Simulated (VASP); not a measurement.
# CdF2 (Fm-3m) in VASP: settings compared

The runs below take CdF2 through single point, with PBE, PBE-based screened hybrid with 50 % exact exchange.

Program: VASP 6.6.1. These are calculated values, not measurements. Logs are shortened: lines on timing, memory, paths and dates and some standing lists are left out, and cuts for length are marked.

### Step 1. The cell of the first run

Symmetry: Fm-3m, No. 225, cubic system. The conventional cell has a = 5.388 Å, b = 5.388 Å, c = 5.388 Å, α = 90.00°, β = 90.00°, γ = 90.00°. Cd (site symmetry m-3m) has 8 F at 2.33 Å within 3.1 Å. Within 3.1 Å of F (site symmetry -43m) lie 4 Cd at 2.33 Å and 6 F at 2.69 Å.

### Step 2. Single point, PBE

Input file INCAR:

```
  PREC = Accurate
  ENCUT = 520
  EDIFF = 1E-6
  ISMEAR = 0
  SIGMA = 0.01
  LREAL = False
  LASPH = True
  NELM = 60
  ALGO = Normal
  ISIF = 2
  LWAVE = False
  LCHARG = False
  GGA = PE
  ISYM = 0
  NBANDS = 20
```

Input file KPOINTS:

```
Automatic mesh
0
Gamma
  6 6 6
```

Input file POSCAR:

```
CdF2
1.0
    0.0000000000      2.6941776810      2.6941776810
    2.6941776810      0.0000000000      2.6941776810
    2.6941776810      2.6941776810      0.0000000000
Cd F
1 2
Direct
    0.0000000000      0.0000000000      0.0000000000
    0.2500000000      0.2500000000      0.2500000000
    0.7500000000      0.7500000000      0.7500000000
```

Potentials or basis: VASP PAW PBE potentials, release 64 (Cd, F).

Command:

```console
cat potpaw_PBE.64/Cd/POTCAR potpaw_PBE.64/F/POTCAR > POTCAR
mpirun -np 1 vasp_std > vasp.out
```

OUTCAR:

```text
PREC = Accurate
   ENCUT = 520
   EDIFF = 1E-6
   ISMEAR = 0
   LREAL = False
   LASPH = True
   NELM = 60
   ISIF = 2
   GGA = PE
   ISYM = 0

 ion  position               nearest neighbor table
   1  0.000  0.000  0.000-   2 2.33   3 2.33   3 2.33   3 2.33   3 2.33   2 2.33   2 2.33   2 2.33

   2  0.250  0.250  0.250-   1 2.33   1 2.33   1 2.33   1 2.33
   3  0.750  0.750  0.750-   1 2.33   1 2.33   1 2.33   1 2.33

IMPORTANT INFORMATION: All symmetrisations will be switched off!
NOSYMM: (Re-)initialisation of all symmetry stuff for point group C_1.

----------------------------------------------------------------------------------------

                                     Primitive cell

  volume of cell :      39.1119

  direct lattice vectors                    reciprocal lattice vectors
     0.000000000  2.694177681  2.694177681    -0.185585384  0.185585384  0.185585384
     2.694177681  0.000000000  2.694177681     0.185585384 -0.185585384  0.185585384
     2.694177681  2.694177681  0.000000000     0.185585384  0.185585384 -0.185585384

  length of vectors
     3.810142616  3.810142616  3.810142616     0.321443315  0.321443315  0.321443315

  position of ions in fractional coordinates (direct lattice)
     0.000000000  0.000000000  0.000000000
     0.250000000  0.250000000  0.250000000
     0.750000000  0.750000000  0.750000000

  ion indices of the primitive-cell ions
   primitive index   ion index
                 1           1
                 2           2
                 3           3

----------------------------------------------------------------------------------------

 KPOINTS: Automatic mesh

Automatic generation of k-mesh.
 Grid dimensions read from file:
 generate k-points for:    6    6    6

 Generating k-lattice:

  Cartesian coordinates                     Fractional coordinates (reciprocal lattice)
    -0.030930897  0.030930897  0.030930897     0.166666667  0.000000000  0.000000000
     0.030930897 -0.030930897  0.030930897     0.000000000  0.166666667  0.000000000
     0.030930897  0.030930897 -0.030930897     0.000000000  0.000000000  0.166666667

  Length of vectors
     0.053573886  0.053573886  0.053573886

  Shift w.r.t. Gamma in fractional coordinates (k-lattice)
     0.000000000  0.000000000  0.000000000

 Subroutine IBZKPT returns following result:
 ===========================================

 Found    112 irreducible k-points:

 Following reciprocal coordinates:
            Coordinates               Weight
  0.000000  0.000000  0.000000      1.000000
  0.166667  0.000000  0.000000      2.000000
  0.000000  0.166667  0.000000      2.000000
  0.000000  0.000000  0.166667      2.000000
  0.166667  0.166667  0.166667      2.000000
  0.333333  0.000000  0.000000      2.000000
[... 16 lines left out ...]
  0.166667 -0.166667 -0.166667      2.000000
  0.333333  0.333333  0.166667      2.000000
 [... further k-points ...]
   k-points           NKPTS =    112   k-points in BZ     NKDIM =    112   number of bands    NBANDS=     20
   number of dos      NEDOS =    301   number of ions     NIONS =      3
   total plane-waves  NPLWV =  21952
   dimension x,y,z NGX =    28 NGY =   28 NGZ =   28
   dimension x,y,z NGXF=    56 NGYF=   56 NGZF=   56
   ions per type =               1   2
   NGX,Y,Z   is equivalent  to a cutoff of  12.22, 12.22, 12.22 a.u.
   NGXF,Y,Z  is equivalent  to a cutoff of  24.43, 24.43, 24.43 a.u.
 SYSTEM =  unknown system
   PREC   = accura    normal or accurate (medium, high low for compatibility)
   ISTART =      0    job   : 0-new  1-cont  2-samecut
   ICHARG =      2    charge: 1-file 2-atom 10-const
   ISPIN  =      1    spin polarized calculation?
   LNONCOLLINEAR =      F non collinear calculations
   LSORBIT =      F    spin-orbit coupling
   LASPH  =      T    aspherical Exc in radial PAW
   ENCUT  =  520.0 eV  38.22 Ry    6.18 a.u.   7.08  7.08  7.08*2*pi/ulx,y,z
   NELM   =     60;   NELMIN=  2; NELMDL= -5     # of ELM steps
   EDIFF  = 0.1E-05   stopping-criterion for ELM
   LREAL  =      F    real-space projection
   EDIFFG = 0.1E-04   stopping-criterion for IOM
   NSW    =      0    number of steps for IOM
   IBRION =     -1    ionic relax: 0-MD 1-quasi-New 2-CG
   NFREE  =      0    steps in history (QN), initial steepest desc. (CG)
   ISIF   =      2    stress and relaxation
   ISYM   =      0    0-nonsym 1-usesym 2-fastsym
   POTIM  = 0.5000    time-step for ionic-motion
   TEBEG  =    0.0;   TEEND  =   0.0 temperature during run
   PSTRESS=    0.0 pullay stress
   NELECT =      26.0000    total number of electrons
   NUPDOWN=      -1.0000    fix difference up-down
   EMIN   =  10.00;   EMAX   =-10.00  energy-range for DOS
   EFERMI =   0.00;   METHOD = LEGACY
   ISMEAR =     0;   SIGMA  =   0.01  broadening in eV -4-tet -1-fermi 0-gaus
   EFERMI_NEDOS =   21; number of points for ismear=-14 and -15
   IALGO  =     38    algorithm
   IMIX   =      4    mixing-type and parameters
     AMIX     =   0.40;   BMIX     =  1.00
     AMIX_MAG =   1.60;   BMIX_MAG =  1.00
  volume/ion in A,a.u.               =      13.04        87.98
  Fermi-wavevector in a.u.,A,eV,Ry     =   1.428772  2.699988 27.774804  2.041391
  Thomas-Fermi vector in A             =   2.548798
   LORBIT       =      0    0 simple, 1 ext, 2 COOP (PROOUT), +10 PAW based schemes
   GGA     = PE    functional components
   LHFCALC =     F    Hartree Fock is set to
   AEXX    =    0.0000 exact exchange contribution
   IVDW    =     0    specifies the selected vdW correction
   LEPSILON=     F    determine dielectric tensor
   LRPA    =     F    only Hartree local field effects (RPA)
 non-spin polarized calculation
 Gauss-broadening in eV      SIGMA  =   0.01
  energy-cutoff  :      520.00
  volume of cell :       39.11
 maximum number of plane-waves:      1067
   NGX = 15   NGY = 15   NGZ = 15

 number of electron      25.9999990 magnetization

 Free energy of the ion-electron system (eV)
  ---------------------------------------------------
  ext. energy  EPLUGINS =         0.00000000
  ---------------------------------------------------
  free energy    TOTEN  =       -10.85977208 eV

  energy without entropy =      -10.85977208  energy(sigma->0) =      -10.85977208

 E-fermi :  -1.2262     XC(G=0): -10.4111

 val. band max:       -1.3325637737   @ k =  -0.3333   0.1667   0.5000
 cond. band min:       1.7542545481   @ k =   0.0000   0.0000   0.0000
 fundamental gap:      3.0868183218
 Fermi energy:        -1.2262064427

 k-point     1 :       0.0000    0.0000    0.0000
  band No.  band energies     occupation
      1     -22.1172      2.00000
      2     -21.0130      2.00000
      3      -6.9278      2.00000
      4      -6.9278      2.00000
      5      -6.9278      2.00000
      6      -5.7210      2.00000
[... 12 lines left out ...]
     19      18.5835      0.00000
     20      18.5835      0.00000

 k-point     2 :       0.1667    0.0000    0.0000
  band No.  band energies     occupation
      1     -22.0307      2.00000
      2     -21.0894      2.00000
      3      -6.8278      2.00000
      4      -6.8278      2.00000
      5      -6.6392      2.00000
      6      -5.7479      2.00000
[... 12 lines left out ...]
     19      17.9569      0.00000
     20      17.9569      0.00000

 k-point     3 :       0.0000    0.1667    0.0000
  band No.  band energies     occupation
      1     -22.0307      2.00000
      2     -21.0894      2.00000
      3      -6.8278      2.00000
      4      -6.8278      2.00000
      5      -6.6392      2.00000
      6      -5.7479      2.00000
[... 12 lines left out ...]
     19      17.9569      0.00000
     20      17.9569      0.00000

 k-point     4 :       0.0000    0.0000    0.1667
  band No.  band energies     occupation
      1     -22.0307      2.00000
      2     -21.0894      2.00000
      3      -6.8278      2.00000
      4      -6.8278      2.00000
      5      -6.6392      2.00000
      6      -5.7479      2.00000
[... 12 lines left out ...]
     19      17.9569      0.00000
     20      17.9569      0.00000

 k-point     5 :       0.1667    0.1667    0.1667
  band No.  band energies     occupation
      1     -22.0307      2.00000
      2     -21.0894      2.00000
      3      -6.8278      2.00000
      4      -6.8278      2.00000
      5      -6.6392      2.00000
      6      -5.7479      2.00000
[... 12 lines left out ...]
     19      17.9569      0.00000
     20      17.9569      0.00000

 k-point     6 :       0.3333    0.0000    0.0000
  band No.  band energies     occupation
      1     -21.8124      2.00000
      2     -21.2852      2.00000
      3      -6.6504      2.00000
      4      -6.6504      2.00000
      5      -5.9415      2.00000
      6      -5.7263      2.00000
[... 12 lines left out ...]
     19      17.1691      0.00000
     20      18.0043      0.00000

 k-point     7 :       0.0000    0.3333    0.0000
  band No.  band energies     occupation
      1     -21.8124      2.00000
      2     -21.2852      2.00000
      3      -6.6504      2.00000
      4      -6.6504      2.00000
      5      -5.9415      2.00000
      6      -5.7263      2.00000
[... 12 lines left out ...]
     19      17.1691      0.00000
     20      18.0043      0.00000
[... 277 lines left out ...]
 k-point    20 :       0.1667    0.1667   -0.1667
  band No.  band energies     occupation
      1     -21.8438      2.00000
      2     -21.2484      2.00000
      3      -6.5848      2.00000
      4      -6.5840      2.00000
      5      -6.0563      2.00000
      6      -5.9826      2.00000
[... 12 lines left out ...]
     19      18.5045      0.00000
     20      20.2426      0.00000

 k-point    21 :       0.3333    0.1667    0.3333
  band No.  band energies     occupation
      1     -21.8438      2.00000
      2     -21.2484      2.00000
      3      -6.5848      2.00000
      4      -6.5840      2.00000
      5      -6.0563      2.00000
      6      -5.9826      2.00000
[... 12 lines left out ...]
     19      18.5045      0.00000
     20      20.2426      0.00000

 k-point    22 :       0.1667    0.3333    0.0000
  band No.  band energies     occupation
      1     -21.8438      2.00000
      2     -21.2484      2.00000
      3      -6.5848      2.00000
      4      -6.5840      2.00000
      5      -6.0563      2.00000
      6      -5.9826      2.00000
[... 12 lines left out ...]
     19      18.5045      0.00000
     20      20.2426      0.00000

 k-point    23 :       0.1667   -0.1667   -0.1667
  band No.  band energies     occupation
      1     -21.8438      2.00000
      2     -21.2484      2.00000
      3      -6.5848      2.00000
      4      -6.5840      2.00000
      5      -6.0563      2.00000
      6      -5.9826      2.00000
[... 12 lines left out ...]
     19      18.5045      0.00000
     20      20.2426      0.00000

 k-point    24 :       0.3333    0.3333    0.1667
  band No.  band energies     occupation
      1     -21.8438      2.00000
      2     -21.2484      2.00000
      3      -6.5848      2.00000
      4      -6.5840      2.00000
      5      -6.0563      2.00000
      6      -5.9826      2.00000
[... 12 lines left out ...]
     19      18.5045      0.00000
     20      20.2426      0.00000

 [... further k-points ...]
[... 5 lines left out ...]
  --------------------------------------------------------------------------------------
  -------------------------------------------------------------------------------------
  Total        1.5095544      1.5095534      1.5095541      0.0000445      0.0000460      0.0000458
  in kB       61.8373209     61.8372772     61.8373077      0.0018211      0.0018824      0.0018772
  external PRESSURE =      61.8373019 kB  Pullay stress =       0.0000000 kB

 VOLUME and BASIS-vectors are now :
 -----------------------------------------------------------------------------
  energy-cutoff  :      520.00
  volume of cell :       39.11
      direct lattice vectors                 reciprocal lattice vectors
     0.000000000  2.694177681  2.694177681    -0.185585384  0.185585384  0.185585384
     2.694177681  0.000000000  2.694177681     0.185585384 -0.185585384  0.185585384
     2.694177681  2.694177681  0.000000000     0.185585384  0.185585384 -0.185585384

 POSITION                                       TOTAL-FORCE (eV/Angst)
 -----------------------------------------------------------------------------------
      0.00000      0.00000      0.00000         0.000000     -0.000000     -0.000001
      1.34709      1.34709      1.34709         0.000015      0.000015      0.000015
      4.04127      4.04127      4.04127        -0.000015     -0.000015     -0.000014
 -----------------------------------------------------------------------------------
    total drift:                                0.000001      0.000001      0.000001

  FREE ENERGIE OF THE ION-ELECTRON SYSTEM (eV)
  ---------------------------------------------------
  free  energy   TOTEN  =       -10.8597720812 eV

  energy  without entropy=      -10.8597720812  energy(sigma->0) =      -10.85977208
```

Wall time 29 s (1 thread of Intel Xeon 6975P-C (Granite Rapids), shared host); peak memory 0.21 GiB.

Results:

| Quantity | Value |
| --- | --- |
| Free energy | -10.8598 eV |
| Pressure | 6.2 GPa |
| Band gap on the k mesh | 3.09 eV (least direct gap 3.57 eV) |

Caveat: the cell stands under pressure. A k mesh can miss the band edges.

### Step 3. Single point, PBE-based screened hybrid with 50 % exact exchange

POSCAR is that of step 2.

Input file INCAR.step1:

```
SYSTEM = CdF2
PREC = Accurate
ENCUT = 520
EDIFF = 1E-5
ISMEAR = 0
SIGMA = 0.01
LREAL = .False.
LASPH = .True.
NELM = 100
ALGO = Normal
ISIF = 2
LWAVE = .True.
NBANDS = 20
GGA = PE
```

Input file INCAR.step2:

```
SYSTEM = CdF2
PREC = Accurate
ENCUT = 520
EDIFF = 1E-7
ISMEAR = 0
SIGMA = 0.01
LREAL = .False.
LASPH = .True.
NELM = 100
ALGO = Normal
ISIF = 2
LWAVE = .False.
LCHARG = .True.
GGA = PE
LHFCALC = .True.
AEXX = 0.5
HFSCREEN = 0.5
PRECFOCK = Normal
LELF = .True.
LVHAR = .True.
NBANDS = 20
ISTART = 1
```

Input file KPOINTS:

```
regular mesh
0
Gamma
  4 4 4
  0 0 0
```

Potentials or basis: VASP PAW PBE potentials, release 64 (Cd, F).

Command:

```console
cat potpaw_PBE.64/Cd/POTCAR potpaw_PBE.64/F/POTCAR > POTCAR
cp INCAR.step1 INCAR
mpirun -np 1 vasp_std > vasp.out
cp INCAR.step2 INCAR
mpirun -np 1 vasp_std > vasp.out
```

Wall time 6.7 min (1 thread of Intel Xeon 6975P-C (Granite Rapids), shared host); peak memory 0.27 GiB.

Results (log left out):

```yaml
Free_energy: -16.0946 eV
Pressure: 0.5 GPa
Band_gap_on_the_k_mesh: 5.86 eV (least direct gap 6.49 eV)
```

Levels at points of the mesh, in eV from the valence-band top:
| k point | band 9 | band 10 | band 11 | band 12 | band 13 | band 14 | band 15 | band 16 | band 17 | band 18 |
| --- | --- | --- | --- | --- | --- | --- | --- | --- | --- | --- |
| (0.00, 0.00, 0.00) | -1.03 | -1.03 | -0.63 | -0.63 | -0.63 | 5.86 | 15.71 | 15.71 | 15.71 | 20.59 |
| (0.50, 0.00, 0.00) | -2.31 | -1.94 | -1.94 | -0.48 | -0.48 | 10.22 | 11.85 | 17.84 | 17.84 | 21.13 |
| (0.50, 0.50, 0.00) | -3.11 | -3.11 | -0.52 | -0.10 | -0.10 | 11.20 | 12.61 | 14.43 | 17.63 | 17.63 |

Caveat: the k points lie up to 0.50 Å⁻¹ apart; the PAW data sets were made with another functional, which shifts forces and pressure a little. A k mesh can miss the band edges.
